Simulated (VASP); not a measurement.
# Ga6GeTe (R-3) in VASP: further runs

The runs below take Ga6GeTe through relaxation of cell and atoms, single point, with PBE.

Everything below comes from runs of VASP 6.6.1. Logs are shortened: lines on timing, memory, paths and dates and some standing lists are left out, and cuts for length are marked.

## (1) The cell of the first run

Symmetry: R-3, No. 148, trigonal system. Conventional cell: a = 5.920 Å, b = 5.920 Å, c = 15.570 Å, α = 90.00°, β = 90.00°, γ = 120.00°. Ga (site symmetry 1) has 1 Ge at 2.36 Å and 1 Te at 2.37 Å within 3.1 Å. Within 3.1 Å of Ge (site symmetry -3) lie 6 Ga at 2.36 Å. Te (site symmetry -3) has 6 Ga at 2.37 Å within 3.1 Å.

## (2) Relaxation of cell and atoms, PBE

The input, INCAR:

```
PREC = Accurate
ENCUT = 600
EDIFF = 1E-6
ISMEAR = 0
SIGMA = 0.2
LREAL = F
LASPH = T
NELM = 80
ALGO = Fast
ISIF = 3
LWAVE = F
LCHARG = F
GGA = PE
IBRION = 2
NSW = 36
EDIFFG = -0.08
```

The input, KPOINTS:

```
regular mesh
0
Gamma
  4 4 4
```

The input, POSCAR:

```
Ga6GeTe
1.0
    2.9600000000      1.7089568000      5.1900000000
   -2.9600000000      1.7089568000      5.1900000000
    0.0000000000     -3.4179135900      5.1900000000
Ga Ge Te
6 1 1
Direct
    0.0830000000      0.7500000000      0.4160000000
    0.7500000000      0.4160000000      0.0830000000
    0.4160000000      0.0830000000      0.7500000000
    0.2500000000      0.5840000000      0.9170000000
    0.5840000000      0.9170000000      0.2500000000
    0.9170000000      0.2500000000      0.5840000000
    0.0000000000      0.0000000000      0.0000000000
    0.5000000000      0.5000000000      0.5000000000
```

Potentials or basis: VASP PAW PBE potentials, release 64 (Ga_d, Ge_d, Te).

Command:

```bash
$ cat potpaw_PBE.64/Ga_d/POTCAR potpaw_PBE.64/Ge_d/POTCAR potpaw_PBE.64/Te/POTCAR > POTCAR
$ mpirun -np 1 vasp_std > vasp.out
```

OUTCAR:

```text
PREC = Accurate
   ENCUT = 600
   EDIFF = 1E-6
   ISMEAR = 0
   LREAL = F
   LASPH = T
   NELM = 80
   ISIF = 3
   GGA = PE
   IBRION = 2
   NSW = 36
   EDIFFG = -0.08

 ion  position               nearest neighbor table
   1  0.083  0.750  0.416-   7 2.36   8 2.37
   2  0.750  0.416  0.083-   7 2.36   8 2.37
   3  0.416  0.083  0.750-   7 2.36   8 2.37
   4  0.250  0.584  0.917-   7 2.36   8 2.37
   5  0.584  0.917  0.250-   7 2.36   8 2.37
   6  0.917  0.250  0.584-   7 2.36   8 2.37
   7  0.000  0.000  0.000-   1 2.36   6 2.36   4 2.36   2 2.36   5 2.36   3 2.36
   8  0.500  0.500  0.500-   2 2.37   4 2.37   1 2.37   6 2.37   5 2.37   3 2.37

  LATTYP: Found a trigonal (rhomboedric) cell.
 ALAT       =     6.2143570339
 COS(alpha) =     0.5462454264

  Lattice vectors:

 A1 = (   2.9600000000,   1.7089568000,   5.1900000000)
 A2 = (  -2.9600000000,   1.7089568000,   5.1900000000)
 A3 = (   0.0000000000,  -3.4179135900,   5.1900000000)

Analysis of symmetry for initial positions (statically):
=====================================================================
 Subroutine PRICEL returns:
 Original cell was already a primitive cell.

 Routine SETGRP: Setting up the symmetry group for a
 trigonal (rhombohedral) supercell.

 Subroutine GETGRP returns: Found  6 space group operations
 (whereof  6 operations were pure point group operations)
 out of a pool of 12 trial point group operations.

The static configuration has the point symmetry S_6 .

Analysis of symmetry for dynamics (positions and initial velocities):
=====================================================================
 Subroutine PRICEL returns:
 Original cell was already a primitive cell.

 Routine SETGRP: Setting up the symmetry group for a
 trigonal (rhombohedral) supercell.

 Subroutine GETGRP returns: Found  6 space group operations
 (whereof  6 operations were pure point group operations)
 out of a pool of 12 trial point group operations.

The dynamic configuration has the point symmetry S_6 .

 Subroutine INISYM returns: Found  6 space group operations
 (whereof  6 operations are pure point group operations),
 and found     1 'primitive' translations

----------------------------------------------------------------------------------------

                                     Primitive cell

  volume of cell :     157.5221

  direct lattice vectors                    reciprocal lattice vectors
     2.960000000  1.708956800  5.190000000     0.168918919  0.097525383  0.064226076
    -2.960000000  1.708956800  5.190000000    -0.168918919  0.097525383  0.064226076
     0.000000000 -3.417913590  5.190000000     0.000000000 -0.195050767  0.064226076

  length of vectors
     6.214357034  6.214357034  6.214357031     0.205352844  0.205352844  0.205352844

  position of ions in fractional coordinates (direct lattice)
     0.083000000  0.750000000  0.416000000
     0.750000000  0.416000000  0.083000000
     0.416000000  0.083000000  0.750000000
     0.250000000  0.584000000  0.917000000
     0.584000000  0.917000000  0.250000000
     0.917000000  0.250000000  0.584000000
     0.000000000  0.000000000  0.000000000
     0.500000000  0.500000000  0.500000000

  ion indices of the primitive-cell ions
   primitive index   ion index
                 1           1
                 2           2
                 3           3
                 4           4
                 5           5
                 6           6
                 7           7
                 8           8

----------------------------------------------------------------------------------------

 KPOINTS: regular mesh

Automatic generation of k-mesh.
 Grid dimensions read from file:
 generate k-points for:    4    4    4

 Generating k-lattice:

  Cartesian coordinates                     Fractional coordinates (reciprocal lattice)
     0.042229730  0.024381346  0.016056519     0.250000000 -0.000000000 -0.000000000
    -0.042229730  0.024381346  0.016056519    -0.000000000  0.250000000 -0.000000000
     0.000000000 -0.048762692  0.016056519    -0.000000000 -0.000000000  0.250000000

  Length of vectors
     0.051338211  0.051338211  0.051338211

  Shift w.r.t. Gamma in fractional coordinates (k-lattice)
     0.000000000  0.000000000  0.000000000

 Subroutine IBZKPT returns following result:
 ===========================================

 Found     14 irreducible k-points:

 Following reciprocal coordinates:
            Coordinates               Weight
  0.000000  0.000000  0.000000      1.000000
  0.250000 -0.000000  0.000000      6.000000
  0.500000 -0.000000  0.000000      3.000000
  0.250000  0.250000  0.000000      6.000000
  0.500000  0.250000 -0.000000      6.000000
  0.500000  0.000000 -0.250000      6.000000
 -0.250000  0.250000  0.000000      6.000000
  0.500000  0.500000  0.000000      3.000000
  0.250000  0.250000  0.250000      2.000000
  0.500000  0.250000  0.250000      6.000000
 -0.250000  0.250000  0.250000      6.000000
  0.500000  0.500000  0.250000      6.000000
 -0.250000  0.500000  0.250000      6.000000
  0.500000  0.500000  0.500000      1.000000
   k-points           NKPTS =     14   k-points in BZ     NKDIM =     14   number of bands    NBANDS=     58
   number of dos      NEDOS =    301   number of ions     NIONS =      8
   total plane-waves  NPLWV = 125000
   dimension x,y,z NGX =    50 NGY =   50 NGZ =   50
   dimension x,y,z NGXF=   100 NGYF=  100 NGZF=  100
   ions per type =               6   1   1
   NGX,Y,Z   is equivalent  to a cutoff of  13.38, 13.38, 13.38 a.u.
   NGXF,Y,Z  is equivalent  to a cutoff of  26.75, 26.75, 26.75 a.u.
 SYSTEM =  unknown system
   PREC   = accura    normal or accurate (medium, high low for compatibility)
   ISTART =      0    job   : 0-new  1-cont  2-samecut
   ICHARG =      2    charge: 1-file 2-atom 10-const
   ISPIN  =      1    spin polarized calculation?
   LNONCOLLINEAR =      F non collinear calculations
   LSORBIT =      F    spin-orbit coupling
   LASPH  =      T    aspherical Exc in radial PAW
   ENCUT  =  600.0 eV  44.10 Ry    6.64 a.u.  12.41 12.41 12.41*2*pi/ulx,y,z
   NELM   =     80;   NELMIN=  2; NELMDL= -5     # of ELM steps
   EDIFF  = 0.1E-05   stopping-criterion for ELM
   LREAL  =      F    real-space projection
   EDIFFG = -.8E-01   stopping-criterion for IOM
   NSW    =     36    number of steps for IOM
   IBRION =      2    ionic relax: 0-MD 1-quasi-New 2-CG
   NFREE  =      1    steps in history (QN), initial steepest desc. (CG)
   ISIF   =      3    stress and relaxation
   ISYM   =      2    0-nonsym 1-usesym 2-fastsym
   POTIM  = 0.5000    time-step for ionic-motion
   TEBEG  =    0.0;   TEEND  =   0.0 temperature during run
   PSTRESS=    0.0 pullay stress
   NELECT =      98.0000    total number of electrons
   NUPDOWN=      -1.0000    fix difference up-down
   EMIN   =  10.00;   EMAX   =-10.00  energy-range for DOS
   EFERMI =   0.00;   METHOD = LEGACY
   ISMEAR =     0;   SIGMA  =   0.20  broadening in eV -4-tet -1-fermi 0-gaus
   EFERMI_NEDOS =   21; number of points for ismear=-14 and -15
   IALGO  =     68    algorithm
   IMIX   =      4    mixing-type and parameters
     AMIX     =   0.40;   BMIX     =  1.00
     AMIX_MAG =   1.60;   BMIX_MAG =  1.00
  volume/ion in A,a.u.               =      19.69       132.88
  Fermi-wavevector in a.u.,A,eV,Ry     =   1.397558  2.641001 26.574454  1.953167
  Thomas-Fermi vector in A             =   2.520802
   LORBIT       =      0    0 simple, 1 ext, 2 COOP (PROOUT), +10 PAW based schemes
   GGA     = PE    functional components
   LHFCALC =     F    Hartree Fock is set to
   AEXX    =    0.0000 exact exchange contribution
   IVDW    =     0    specifies the selected vdW correction
   LEPSILON=     F    determine dielectric tensor
   LRPA    =     F    only Hartree local field effects (RPA)
 conjugate gradient relaxation of ions
 non-spin polarized calculation
 RMM-DIIS sequential band-by-band and
 Gauss-broadening in eV      SIGMA  =   0.20
  energy-cutoff  :      600.00
  volume of cell :      157.52
 maximum number of plane-waves:      5307
 NGX is ok and might be reduce to    50
   NGX = 25   NGY = 25   NGZ = 25

--------------------------------------- Ionic step        1  -------------------------------------------

 number of electron      98.0000003 magnetization

 Free energy of the ion-electron system (eV)
  ---------------------------------------------------
  ext. energy  EPLUGINS =         0.00000000
  ---------------------------------------------------
  free energy    TOTEN  =       -17.00987428 eV

  energy without entropy =      -16.93373759  energy(sigma->0) =      -16.97180594

------------------------ aborting loop because EDIFF is reached ----------------------------------------

  FORCE on cell =-STRESS in cart. coord.  units (eV):
  Direction    XX          YY          ZZ          XY          YZ          ZX
  --------------------------------------------------------------------------------------
  -------------------------------------------------------------------------------------
  Total       27.9642409     27.9642409     20.5032782      0.0000003      0.0000000      0.0000000
  in kB      284.4279123    284.4279123    208.5414955      0.0000035      0.0000001      0.0000000
  external PRESSURE =     259.1324400 kB  Pullay stress =       0.0000000 kB
[... 107 lines left out ...]
  FREE ENERGIE OF THE ION-ELECTRON SYSTEM (eV)
  ---------------------------------------------------
  free  energy   TOTEN  =       -22.4367340605 eV

  energy  without entropy=      -22.3309707885  energy(sigma->0) =      -22.38385242

 E-fermi :   4.0945     XC(G=0):  -9.6209

 val. band max:        4.0924845176   @ k =   0.5000   0.2500  -0.0000
 cond. band min:       4.1034894040   @ k =   0.2500  -0.0000   0.0000
 fundamental gap:      0.0110048865
 Fermi energy:         4.0944981939

 k-point     1 :       0.0000    0.0000    0.0000
  band No.  band energies     occupation
      1     -20.4247      2.00000
      2     -20.4247      2.00000
      3     -20.3889      2.00000
      4     -20.3889      2.00000
      5     -20.3759      2.00000
      6     -10.9036      2.00000
[... 843 lines left out ...]
     57       6.6047      0.00000
     58       8.5225      0.00000

[... ionic steps 4 to 14 ...]

--------------------------------------- Ionic step       15  -------------------------------------------

 number of electron      98.0000011 magnetization

------------------------ aborting loop because EDIFF is reached ----------------------------------------
[... 79 lines left out ...]
--------------------------------------- Ionic step       17  -------------------------------------------

 number of electron      97.9999995 magnetization

 Free energy of the ion-electron system (eV)
  ---------------------------------------------------
  ext. energy  EPLUGINS =         0.00000000
  ---------------------------------------------------
  free energy    TOTEN  =       -24.63301013 eV

  energy without entropy =      -24.56956915  energy(sigma->0) =      -24.60128964

 E-fermi :   5.2203     XC(G=0): -10.3818

 val. band max:        5.1370027196   @ k =  -0.2500   0.2500   0.2500
 cond. band min:       5.2392606862   @ k =   0.5000   0.5000   0.0000
 fundamental gap:      0.1022579667
 Fermi energy:         5.2202652580

 k-point     1 :       0.0000    0.0000    0.0000
  band No.  band energies     occupation
      1     -19.2298      2.00000
      2     -19.2298      2.00000
      3     -19.2207      2.00000
      4     -19.2080      2.00000
      5     -19.2080      2.00000
      6      -9.7402      2.00000
[... 878 lines left out ...]
  FREE ENERGIE OF THE ION-ELECTRON SYSTEM (eV)
  ---------------------------------------------------
  free  energy   TOTEN  =       -24.6330101295 eV

  energy  without entropy=      -24.5695691522  energy(sigma->0) =      -24.60128964

 reached required accuracy - stopping structural energy minimisation
```

It took 54 min on 1 thread of Intel Xeon Platinum 8559C (Emerald Rapids), shared host; peak memory 0.49 GiB.

What came out:

```
Free energy                           : -24.6330 eV
Relaxed volume                        : 21.88 Å³/atom
Relaxed cell                          : a = 6.001 Å, b = 6.001 Å, c = 6.001 Å, α = 66.76°, β = 66.76°, γ = 66.76°
Space group after relaxing (to 0.1 Å) : R-3 (No. 148)
Energy gained by relaxing             : 952.9 meV/atom
Ionic steps                           : 17
Pressure after relaxing               : -0.2 GPa
Largest force after relaxing          : 0.043 eV/Å
Band gap on the k mesh                : zero (bands 49 and 50 overlap by 1.77 eV)
```

Forces in eV/Å, atoms in the order of the input:
```
Ga  -0.040 -0.006  0.016
Ga   0.015  0.038  0.016
Ga   0.025 -0.032  0.016
Ga  -0.015 -0.038 -0.016
Ga  -0.025  0.032 -0.016
Ga   0.040  0.006 -0.016
Ge   0.000  0.000  0.000
Te   0.000  0.000  0.000
```

The path:
```csv
step,energy change (eV),largest force (eV/Å),pressure (GPa),volume (Å³)
1,0.0000,3.8545,25.91,157.52
2,-5.3796,0.5208,-1.95,241.73
3,-5.4269,0.7280,-0.95,227.02
4,-5.4313,0.6858,-3.13,229.74
5,-5.6727,0.8848,0.14,212.02
6,-5.7637,1.0191,1.02,202.46
7,-5.8196,1.3323,3.42,184.19
8,-6.0596,1.3030,1.22,180.57
9,-6.6830,1.1439,3.95,169.85
10,-6.9704,0.1998,9.22,149.00
11,-7.0870,0.7646,6.54,157.18
12,-7.5198,0.3781,1.84,168.64
13,-7.6003,0.1439,-0.77,177.70
14,-7.6006,0.1635,-0.47,176.86
15,-7.6006,0.1532,-0.53,177.27
16,-7.6107,0.1135,-0.47,176.51
17,-7.6231,0.0435,-0.23,175.01
```

Final structure:
```yaml
crystal:
  lattice:
    - [3.30170, 1.90624, 4.63447]
    - [-3.30170, 1.90624, 4.63447]
    - [0.00000, -3.81247, 4.63447]
  atoms:
    - { symbol: Ga, position: [0.97587, 0.77076, 0.49090] }
    - { symbol: Ga, position: [0.77076, 0.49090, 0.97587] }
    - { symbol: Ga, position: [0.49090, 0.97587, 0.77076] }
    - { symbol: Ga, position: [0.22924, 0.50910, 0.02413] }
    - { symbol: Ga, position: [0.50910, 0.02413, 0.22924] }
    - { symbol: Ga, position: [0.02413, 0.22924, 0.50910] }
    - { symbol: Ge, position: [0.00000, 0.00000, 0.00000] }
    - { symbol: Te, position: [0.50000, 0.50000, 0.50000] }
```

Caveat: spin-orbit coupling is left out, which moves the levels of the heavy elements; the relaxation stopped at a loose force limit of 0.08 eV/Å, so its end isn't a converged minimum.

## (3) Single point, PBE

This run uses another cell than the first one, of 21.66 Å³/atom.

The input, INCAR:

```
ALGO = Fast ; EDIFF = 1E-6
ENCUT = 520 ; GGA = PE
ISIF = 2 ; ISMEAR = 0
LASPH = True ; LCHARG = False
LREAL = False ; LWAVE = False
NBANDS = 59 ; NELM = 60
PREC = Accurate ; SIGMA = 0.1
```

The input, KPOINTS:

```
k-points
0
Gamma
  6 6 6
```

The input, POSCAR:

```
Ga6GeTe
1.0
    3.3212318119      1.9175140806      4.5351826294
   -3.3212318119      1.9175140806      4.5351826294
    0.0000000000     -3.8350281613      4.5351826294
Ga Ge Te
6 1 1
Direct
    0.9734957943      0.7748224388      0.4913102401
    0.7748224388      0.4913102401      0.9734957943
    0.4913102401      0.9734957943      0.7748224388
    0.2251775612      0.5086897599      0.0265042057
    0.5086897599      0.0265042057      0.2251775612
    0.0265042057      0.2251775612      0.5086897599
    0.0000000000      0.0000000000      0.0000000000
    0.5000000000      0.5000000000      0.5000000000
```

Potentials or basis: VASP PAW PBE potentials, release 64 (Ga_d, Ge_d, Te).

Command:

```bash
$ cat potpaw_PBE.64/Ga_d/POTCAR potpaw_PBE.64/Ge_d/POTCAR potpaw_PBE.64/Te/POTCAR > POTCAR
$ mpirun -np 1 vasp_std > vasp.out
```

It took 5 min on 1 thread of Intel Xeon Platinum 8559C (Emerald Rapids), shared host; peak memory 0.54 GiB.

The run converged. Its results:

* Free energy: -24.6174 eV
* Pressure: 0.2 GPa
* Largest force: 0.003 eV/Å
* Band gap on the k mesh: zero (bands 49 and 50 overlap by 2.04 eV)

Forces in eV/Å, atoms in the order of the input:
```
Ga   0.003  0.001 -0.002
Ga  -0.001 -0.003 -0.002
Ga  -0.002  0.002 -0.002
Ga   0.001  0.003  0.002
Ga   0.002 -0.002  0.002
Ga  -0.003 -0.001  0.002
Ge   0.000  0.000  0.000
Te   0.000  0.000  0.000
```

Levels at points of the mesh, in eV from the Fermi level:
```csv
k point,band 46,band 47,band 48,band 49,band 50,band 51,band 52,band 53
"(0.00, 0.00, 0.00)",-3.50,-2.06,-1.91,-1.37,-1.37,1.73,1.73,2.53
"(0.50, 0.00, 0.00)",-2.62,-1.91,-0.39,0.20,0.26,0.74,1.49,2.10
"(0.50, 0.50, 0.00)",-1.78,-1.14,-0.34,0.07,0.35,0.55,0.81,1.23
"(0.50, 0.50, 0.50)",-1.27,-1.27,-0.82,-0.82,2.14,2.47,3.09,3.10
```

Caveat: spin-orbit coupling is left out, which moves the levels of the heavy elements.

The gap in the log of VASP goes by the Fermi energy; the results here count the filled bands.